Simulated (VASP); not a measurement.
Wanted: the native input for a VASP 6.6.1 run.

```yaml
Task: single point
Functional: PBE
Dispersion: D3(BJ)
Potentials_or_basis: VASP PAW PBE potentials, release 64 (Sn_d, O)
Cutoff: 520 eV
k_mesh: 12 × 12 × 10
Occupations: gaussian, width 0.1 eV
Spin: no spin polarisation
Dipole_correction: no
k_mesh_for_the_DOS: 18 × 18 × 15
Occupations_for_the_DOS: tetrahedron
Further_INCAR_settings: ALGO = Normal; EDIFF = 1e-07
```

Crystal: SnO.

```
Sn O
1.0
     3.83656    0.00000    0.00000
     0.00000    3.83656    0.00000
     0.00000    0.00000    4.75945
Sn O
2 2
Direct
  0.50000 0.00000 0.24347
  0.00000 0.50000 0.75653
  0.00000 0.00000 0.00000
  0.50000 0.50000 0.00000
```

One way to write it, as run:

POSCAR

```
SnO
1.0
    3.8365550869      0.0000000000      0.0000000000
    0.0000000000      3.8365550869      0.0000000000
    0.0000000000      0.0000000000      4.7594503381
Sn O
2 2
Direct
    0.5000000000      0.0000000000      0.2434679944
    0.0000000000      0.5000000000      0.7565320056
    0.0000000000      0.0000000000      0.0000000000
    0.5000000000      0.5000000000      0.0000000000
```

INCAR.step1

```
SYSTEM = SnO
ALGO = Normal
EDIFF = 1E-7
ENCUT = 520
GGA = PE
ISIF = 2
ISMEAR = 0
IVDW = 12
LASPH = .True.
LCHARG = .True.
LREAL = .False.
LWAVE = .False.
NBANDS = 28
NELM = 100
PREC = Accurate
SIGMA = 0.1
```

KPOINTS.step1

```
k-points
0
Gamma
  12 12 10
  0 0 0
```

INCAR.step2

```
SYSTEM = SnO
ALGO = Normal
EDIFF = 1E-7
ENCUT = 520
GGA = PE
ICHARG = 11
ISIF = 2
ISMEAR = -5
IVDW = 12
LASPH = .True.
LCHARG = .False.
LORBIT = 10
LREAL = .False.
LWAVE = .False.
NEDOS = 2001
NELM = 100
PREC = Accurate
SIGMA = 0.1
```

KPOINTS.step2

```
k-points
0
Gamma
  18 18 15
  0 0 0
```

Potentials or basis: VASP PAW PBE potentials, release 64 (Sn_d, O).

Run with:

```console
$ cat potpaw_PBE.64/Sn_d/POTCAR potpaw_PBE.64/O/POTCAR > POTCAR
$ cp INCAR.step1 INCAR
$ cp KPOINTS.step1 KPOINTS
$ mpirun -np 1 vasp_std > vasp.out
$ cp INCAR.step2 INCAR
$ cp KPOINTS.step2 KPOINTS
$ mpirun -np 1 vasp_std > vasp.out
```

Results of the run:

```yaml
Valence_electrons_inside_the_program's_atomic_spheres: Sn 12.11; O 5.00
Dispersion_energy_per_atom: -0.235 eV
```

Wall time 17 min on 1 thread of Intel Xeon 8259CL, with other jobs on the host, peak memory 0.66 GiB.
